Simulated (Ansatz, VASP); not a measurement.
**Al2Cu: VASP beside Ansatz**

INCAR

```
SYSTEM = Al2Cu
ALGO = Fast
EDIFF = 1E-6
ENCUT = 520
ISIF = 2
ISMEAR = 0
LASPH = .TRUE.
LCHARG = .FALSE.
LREAL = .FALSE.
LWAVE = .FALSE.
NBANDS = 16
NELM = 100
PREC = Accurate
SIGMA = 0.15
```

KPOINTS

```
k-points
0
G
  10 10 14
  0 0 0
```

POSCAR

```
Al2Cu
1.0
    4.2309000000      0.0000000000      0.0000000000
    0.0000000000      4.2309000000      0.0000000000
    0.0000000000      0.0000000000      2.6709000000
Al Cu
2 1
Direct
    0.5000000000      0.0000000000      0.5000000000
    0.0000000000      0.5000000000      0.5000000000
    0.0000000000      0.0000000000      0.0000000000
```

Input for Ansatz:

```yaml
crystal:
  lattice:
    - [4.2309, 0.0, 0.0]
    - [0.0, 4.2309, 0.0]
    - [0.0, 0.0, 2.6709]
  atoms:
    - { symbol: Al, position: [0.5, 0.0, 0.5] }
    - { symbol: Al, position: [0.0, 0.5, 0.5] }
    - { symbol: Cu, position: [0.0, 0.0, 0.0] }
basis:
  ecutwfc: 520.0
kpoints:
  mp_grid: { grid: [10, 10, 14] }
hamiltonian:
  xc: lda
  pseudopotentials: { kind: paw, azcp: { folder: soft_1 } }
scf:
  occupations: { method: gaussian, width: 0.15 }
output:
  forces: true
  stress: true
  eigenvalues: true
```

Alike in both runs: task single point; functional LDA; k mesh 10 × 10 × 14; occupations gaussian, width 0.15 eV; no spin polarisation.

```csv
,VASP,Ansatz
version,VASP 6.6.1,Ansatz 0.2.0
potentials or method,"VASP PAW LDA potentials, release 64 (Al, Cu), cutoff 520 eV","scalar-relativistic, plane waves, PAW"
valence electrons in the cell,17,25
```

VASP gave:

```
gap on the k mesh at the Fermi level (eV)                     : none
pressure (GPa)                                                : -2.0
traceless stress, the component that is largest in VASP (GPa) : 5.49
```

Question: Estimate Ansatz's values.

Answer: gap on the k mesh at the Fermi level (eV): none; pressure (GPa): -2.2; traceless stress, the component that is largest in VASP (GPa): 5.50.

Ansatz warns that its potentials were made for another functional, while VASP's fit it. LDA's correlation is that of Perdew and Zunger in VASP and of Perdew and Wang (1992) in Ansatz. A gap of «none» marks a metal or a gap that the smearing closes. VASP's potentials hold 17 valence electrons a cell and Ansatz's 25, so a difference there can come from the potentials and not from the codes.
